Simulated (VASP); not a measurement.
# ZnO (P6_3mc) in VASP: further runs

Runs on ZnO. Level: r2SCAN. Tasks: relaxation of cell and atoms, single point, relaxation of the atoms.

Everything below comes from runs of VASP 6.6.1. Logs are shortened: lines on timing, memory, paths and dates and some standing lists are left out, and cuts for length are marked.

### 1 The cell of the first run

It takes space group P6_3mc (No. 186, hexagonal). The conventional cell has a = 3.145 Å, b = 3.145 Å, c = 5.064 Å, α = 90.00°, β = 90.00°, γ = 120.00°. Zn (site symmetry 3m) has 4 O at 1.92 Å within 2.5 Å. Within 2.5 Å of O (site symmetry 3m) lie 4 Zn at 1.92 Å.

### 2 Relaxation of cell and atoms, r2SCAN, target pressure 15 GPa, at which the enthalpy is minimised

The input, POSCAR:

```
ZnO
1.0
    3.1448450823      0.0000000000      0.0000000000
   -1.5724225411      2.7235157322      0.0000000000
    0.0000000000      0.0000000000      5.0641646833
Zn O
2 2
Direct
    0.6666666667      0.3333333333      0.5003397240
    0.3333333333      0.6666666667      0.0003397240
    0.6666666667      0.3333333333      0.8799702760
    0.3333333333      0.6666666667      0.3799702760
```

The input, INCAR.step1:

```
PREC = Accurate
ENCUT = 600
ISMEAR = 0
SIGMA = 0.02
LREAL = F
LASPH = T
NELM = 100
GGA = PE
ALGO = Normal
EDIFF = 1E-4
LWAVE = T
LCHARG = F
```

The input, INCAR.step2:

```
PREC = Accurate
ENCUT = 600
EDIFF = 1E-7
ISMEAR = 0
SIGMA = 0.02
LREAL = F
LASPH = T
NELM = 100
ALGO = Normal
ISIF = 3
LWAVE = F
LCHARG = F
METAGGA = R2SCAN
LMIXTAU = T
IBRION = 2
NSW = 70
EDIFFG = -0.008
PSTRESS = 150.0
ISTART = 1
```

The input, KPOINTS:

```
regular mesh
0
Gamma
  12 12 6
```

Potentials or basis: VASP PAW PBE potentials, release 64 (Zn, O).

Run with:

```console
> cat potpaw_PBE.64/Zn/POTCAR potpaw_PBE.64/O/POTCAR > POTCAR
> cp INCAR.step1 INCAR
> mpirun -np 1 vasp_std > vasp.out
> cp INCAR.step2 INCAR
> mpirun -np 1 vasp_std > vasp.out
```

OUTCAR:

```text
PREC = Accurate
   ENCUT = 600
   EDIFF = 1E-7
   ISMEAR = 0
   LREAL = F
   LASPH = T
   NELM = 100
   ISIF = 3
   METAGGA = R2SCAN
   IBRION = 2
   NSW = 70
   EDIFFG = -0.008
   PSTRESS = 150.0
   ISTART = 1

 ion  position               nearest neighbor table
   1  0.667  0.333  0.500-   4 1.92   4 1.92   4 1.92   3 1.92
   2  0.333  0.667  0.000-   3 1.92   3 1.92   3 1.92   4 1.92
   3  0.667  0.333  0.880-   2 1.92   2 1.92   2 1.92   1 1.92
   4  0.333  0.667  0.380-   1 1.92   1 1.92   1 1.92   2 1.92

  LATTYP: Found a hexagonal cell.
 ALAT       =     3.1448450823
 C/A-ratio  =     1.6103065654

  Lattice vectors:

 A1 = (   3.1448450823,   0.0000000000,   0.0000000000)
 A2 = (  -1.5724225411,   2.7235157322,   0.0000000000)
 A3 = (   0.0000000000,   0.0000000000,   5.0641646833)

Analysis of symmetry for initial positions (statically):
=====================================================================
 Subroutine PRICEL returns:
 Original cell was already a primitive cell.

 Routine SETGRP: Setting up the symmetry group for a
 hexagonal supercell.

 Subroutine GETGRP returns: Found 12 space group operations
 (whereof  6 operations were pure point group operations)
 out of a pool of 24 trial point group operations.

The static configuration has the point symmetry C_3v.
 The point group associated with its full space group is C_6v.

Analysis of symmetry for dynamics (positions and initial velocities):
=====================================================================
 Subroutine PRICEL returns:
 Original cell was already a primitive cell.

 Routine SETGRP: Setting up the symmetry group for a
 hexagonal supercell.

 Subroutine GETGRP returns: Found 12 space group operations
 (whereof  6 operations were pure point group operations)
 out of a pool of 24 trial point group operations.

The dynamic configuration has the point symmetry C_3v.
 The point group associated with its full space group is C_6v.

 Subroutine INISYM returns: Found 12 space group operations
 (whereof  6 operations are pure point group operations),
 and found     1 'primitive' translations

----------------------------------------------------------------------------------------

                                     Primitive cell

  volume of cell :      43.3747

  direct lattice vectors                    reciprocal lattice vectors
     3.144845082  0.000000000  0.000000000     0.317980687  0.183586235  0.000000000
    -1.572422541  2.723515732  0.000000000     0.000000000  0.367172471  0.000000000
     0.000000000  0.000000000  5.064164683     0.000000000  0.000000000  0.197465932

  length of vectors
     3.144845082  3.144845082  5.064164683     0.367172471  0.367172471  0.197465932

  position of ions in fractional coordinates (direct lattice)
     0.666666667  0.333333333  0.500339724
     0.333333333  0.666666667  0.000339724
     0.666666667  0.333333333  0.879970276
     0.333333333  0.666666667  0.379970276

  ion indices of the primitive-cell ions
   primitive index   ion index
                 1           1
                 2           2
                 3           3
                 4           4

----------------------------------------------------------------------------------------

 KPOINTS: regular mesh

Automatic generation of k-mesh.
 Grid dimensions read from file:
 generate k-points for:   12   12    6

 Generating k-lattice:

  Cartesian coordinates                     Fractional coordinates (reciprocal lattice)
     0.026498391  0.015298853  0.000000000     0.083333333 -0.000000000  0.000000000
     0.000000000  0.030597706  0.000000000     0.000000000  0.083333333  0.000000000
     0.000000000  0.000000000  0.032910989     0.000000000  0.000000000  0.166666667

  Length of vectors
     0.030597706  0.030597706  0.032910989

  Shift w.r.t. Gamma in fractional coordinates (k-lattice)
     0.000000000  0.000000000  0.000000000

 Subroutine IBZKPT returns following result:
 ===========================================

 Found     76 irreducible k-points:

 Following reciprocal coordinates:
            Coordinates               Weight
  0.000000  0.000000  0.000000      1.000000
  0.083333  0.000000  0.000000      6.000000
  0.166667  0.000000  0.000000      6.000000
  0.250000  0.000000  0.000000      6.000000
  0.333333  0.000000  0.000000      6.000000
  0.416667  0.000000  0.000000      6.000000
[... 16 lines left out ...]
  0.250000  0.000000  0.166667     12.000000
  0.333333  0.000000  0.166667     12.000000
 [... further k-points ...]
   k-points           NKPTS =     76   k-points in BZ     NKDIM =     76   number of bands    NBANDS=     22
   number of dos      NEDOS =    301   number of ions     NIONS =      4
   total plane-waves  NPLWV =  31360
   dimension x,y,z NGX =    28 NGY =   28 NGZ =   40
   dimension x,y,z NGXF=    56 NGYF=   56 NGZF=   80
   ions per type =               2   2
   NGX,Y,Z   is equivalent  to a cutoff of  14.80, 14.80, 13.13 a.u.
   NGXF,Y,Z  is equivalent  to a cutoff of  29.60, 29.60, 26.26 a.u.
 SYSTEM =  unknown system
   PREC   = accura    normal or accurate (medium, high low for compatibility)
   ISTART =      1    job   : 0-new  1-cont  2-samecut
   ICHARG =      0    charge: 1-file 2-atom 10-const
   ISPIN  =      1    spin polarized calculation?
   LNONCOLLINEAR =      F non collinear calculations
   LSORBIT =      F    spin-orbit coupling
   LASPH  =      T    aspherical Exc in radial PAW
   ENCUT  =  600.0 eV  44.10 Ry    6.64 a.u.   6.28  6.28 10.11*2*pi/ulx,y,z
   NELM   =    100;   NELMIN=  2; NELMDL=  0     # of ELM steps
   EDIFF  = 0.1E-06   stopping-criterion for ELM
   LREAL  =      F    real-space projection
   EDIFFG = -.8E-02   stopping-criterion for IOM
   NSW    =     70    number of steps for IOM
   IBRION =      2    ionic relax: 0-MD 1-quasi-New 2-CG
   NFREE  =      1    steps in history (QN), initial steepest desc. (CG)
   ISIF   =      3    stress and relaxation
   ISYM   =      2    0-nonsym 1-usesym 2-fastsym
   POTIM  = 0.5000    time-step for ionic-motion
   TEBEG  =    0.0;   TEEND  =   0.0 temperature during run
   PSTRESS=  150.0 pullay stress
   NELECT =      36.0000    total number of electrons
   NUPDOWN=      -1.0000    fix difference up-down
   EMIN   =  10.00;   EMAX   =-10.00  energy-range for DOS
   EFERMI =   0.00;   METHOD = LEGACY
   ISMEAR =     0;   SIGMA  =   0.02  broadening in eV -4-tet -1-fermi 0-gaus
   EFERMI_NEDOS =   21; number of points for ismear=-14 and -15
   IALGO  =     38    algorithm
   IMIX   =      4    mixing-type and parameters
     AMIX     =   0.40;   BMIX     =  1.00
     AMIX_MAG =   1.60;   BMIX_MAG =  1.00
  volume/ion in A,a.u.               =      10.84        73.18
  Fermi-wavevector in a.u.,A,eV,Ry     =   1.538497  2.907338 32.204626  2.366973
  Thomas-Fermi vector in A             =   2.644857
   LORBIT       =      0    0 simple, 1 ext, 2 COOP (PROOUT), +10 PAW based schemes
   METAGGA = R2SCAN    functional components
   LHFCALC =     F    Hartree Fock is set to
   AEXX    =    0.0000 exact exchange contribution
   IVDW    =     0    specifies the selected vdW correction
   LEPSILON=     F    determine dielectric tensor
   LRPA    =     F    only Hartree local field effects (RPA)
 conjugate gradient relaxation of ions
 non-spin polarized calculation
 Gauss-broadening in eV      SIGMA  =   0.02
  energy-cutoff  :      600.00
  volume of cell :       43.37
 maximum number of plane-waves:      1466
 NGX is ok and might be reduce to    28
   NGX = 13   NGY = 13   NGZ = 21

--------------------------------------- Ionic step        1  -------------------------------------------

 number of electron      36.0000011 magnetization

 Free energy of the ion-electron system (eV)
  ---------------------------------------------------
  ext. energy  EPLUGINS =         0.00000000
  ---------------------------------------------------
  free energy    TOTEN  =       -36.12017669 eV

  energy without entropy =      -36.12017669  energy(sigma->0) =      -36.12017669

------------------------ aborting loop because EDIFF is reached ----------------------------------------

  FORCE on cell =-STRESS in cart. coord.  units (eV):
  Direction    XX          YY          ZZ          XY          YZ          ZX
  --------------------------------------------------------------------------------------
  -------------------------------------------------------------------------------------
  Total        4.5325840      4.5325840      4.5606856      0.0000000      0.0000000      0.0000000
  in kB      167.4246802    167.4246802    168.4626970      0.0000000      0.0000000      0.0000000
  external PRESSURE =      17.7706858 kB  Pullay stress =     150.0000000 kB
[... 105 lines left out ...]
  enthalpy is  TOTEN    =       -32.0610463327 eV   P V=        4.0911851402

--------------------------------------- Ionic step        4  -------------------------------------------

 number of electron      36.0000003 magnetization

 Free energy of the ion-electron system (eV)
  ---------------------------------------------------
  ext. energy  EPLUGINS =         0.00000000
  ---------------------------------------------------
  free energy    TOTEN  =       -36.15496942 eV

  energy without entropy =      -36.15496942  energy(sigma->0) =      -36.15496942

 E-fermi :   1.8241     XC(G=0): -12.1660

 val. band max:        1.6710373651   @ k =   0.0000   0.0000   0.0000
 cond. band min:       3.0237352751   @ k =   0.0000   0.0000   0.0000
 fundamental gap:      1.3526979100
 Fermi energy:         1.8240789959

 k-point     1 :       0.0000    0.0000    0.0000
  band No.  band energies     occupation
      1     -18.1609      2.00000
      2     -17.3426      2.00000
      3      -4.7472      2.00000
      4      -4.6285      2.00000
      5      -4.6285      2.00000
      6      -4.5583      2.00000
[... 574 lines left out ...]
      6      -4.2041      2.00000
[... 14 lines left out ...]
     21      10.9414      0.00000
     22      11.6094      0.00000

 [... further k-points ...]

------------------------ aborting loop because EDIFF is reached ----------------------------------------

  FORCE on cell =-STRESS in cart. coord.  units (eV):
  Direction    XX          YY          ZZ          XY          YZ          ZX
  --------------------------------------------------------------------------------------
  -------------------------------------------------------------------------------------
  Total        4.0850735      4.0850735      4.1037039      0.0000000     -0.0000000      0.0000000
  in kB      149.6755609    149.6755609    150.3581720      0.0000000     -0.0000000      0.0000000
  external PRESSURE =      -0.0969020 kB  Pullay stress =     150.0000000 kB
[... 19 lines left out ...]
  FREE ENERGIE OF THE ION-ELECTRON SYSTEM (eV)
  ---------------------------------------------------
  free  energy   TOTEN  =       -36.1549694210 eV

  energy  without entropy=      -36.1549694210  energy(sigma->0) =      -36.15496942

  enthalpy is  TOTEN    =       -32.0610410749 eV   P V=        4.0939283460

 reached required accuracy - stopping structural energy minimisation
```

Run time: 9.9 min. Hardware: 1 thread of Intel Xeon 6975P-C (Granite Rapids), shared host; peak memory 0.24 GiB.

What came out:

- Free energy: -36.1550 eV
- Relaxed volume: 10.93 Å³/atom
- Relaxed cell: a = 3.153 Å, b = 3.153 Å, c = 5.078 Å, α = 90.00°, β = 90.00°, γ = 120.00°
- Space group after relaxing (to 0.1 Å): P6_3mc (No. 186)
- Energy change on relaxing (the run minimises the enthalpy): -8.7 meV/atom
- Ionic steps: 4
- Pressure after relaxing: 15.0 GPa
- Band gap on the k mesh: 1.35 eV

Step by step:
```
step  energy change (eV)  largest force (eV/Å)  pressure (GPa)  volume (Å³)
   1              0.0000                0.0032           16.78        43.37
   2             -0.0701                0.0043           13.05        44.13
   3             -0.0321                0.0002           15.14        43.70
   4             -0.0348                0.0004           14.99        43.73
```

Final structure:
```yaml
crystal:
  lattice:
    - [3.15319, 0.00000, 0.00000]
    - [-1.57660, 2.73075, 0.00000]
    - [0.00000, 0.00000, 5.07841]
  atoms:
    - { symbol: Zn, position: [0.66667, 0.33333, 0.50033] }
    - { symbol: Zn, position: [0.33333, 0.66667, 0.00033] }
    - { symbol: O, position: [0.66667, 0.33333, 0.87998] }
    - { symbol: O, position: [0.33333, 0.66667, 0.37998] }
```

Caveat: the cell is relaxed towards a set pressure, so the run minimises the enthalpy, not the energy; the PAW data sets were made with another functional, which shifts forces and pressure a little.

(Continued in part 2 of 3.)
